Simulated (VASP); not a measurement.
Input of a VASP 6.6.1 run:

Contents of INCAR:

```
SYSTEM = ScOF
PREC = Accurate
ENCUT = 520
EDIFF = 1E-6
ISMEAR = 0
SIGMA = 0.01
LREAL = .FALSE.
LASPH = .TRUE.
NELM = 100
ALGO = Normal
ISIF = 2
LWAVE = .FALSE.
LCHARG = .TRUE.
LELF = .TRUE.
LVHAR = .TRUE.
NBANDS = 33
```

File KPOINTS:

```
Automatic mesh
0
G
  5 5 4
  0 0 0
```

The input POSCAR:

```
ScOF
1.0
    3.6275200000      0.0000000000      0.0000000000
    0.0000000000      3.6275200000      0.0000000000
    0.0000000000      0.0000000000      5.1722000000
Sc O F
2 2 2
Direct
    0.5000000000      0.0000000000      0.7058500000
    0.0000000000      0.5000000000      0.2941500000
    0.0000000000      0.0000000000      0.5000000000
    0.5000000000      0.5000000000      0.5000000000
    0.5000000000      0.5000000000      0.0000000000
    0.0000000000      0.0000000000      0.0000000000
```

Potentials or basis: VASP PAW LDA potentials, release 64 (Sc_sv, O, F).

Launch:

```console
$ cat potpaw_LDA.64/Sc_sv/POTCAR potpaw_LDA.64/O/POTCAR potpaw_LDA.64/F/POTCAR > POTCAR
$ mpirun -np 1 vasp_std > vasp.out
```

Task: What does it give for the band gap on the k mesh?

Result: 4.24 eV, indirect (least direct gap 4.46 eV).

Task: Predict the largest force.

Result: 0.123 eV/Å.

Forces in eV/Å, atoms in the order of the input:
```
Sc   0.000  0.000 -0.123
Sc   0.000  0.000  0.123
O    0.000  0.000  0.000
O    0.000  0.000  0.000
F    0.000  0.000  0.000
F    0.000  0.000  0.000
```

A k mesh can miss the band edges. Expect the measured gap to be larger: semilocal functionals such as LDA lack the derivative discontinuity.
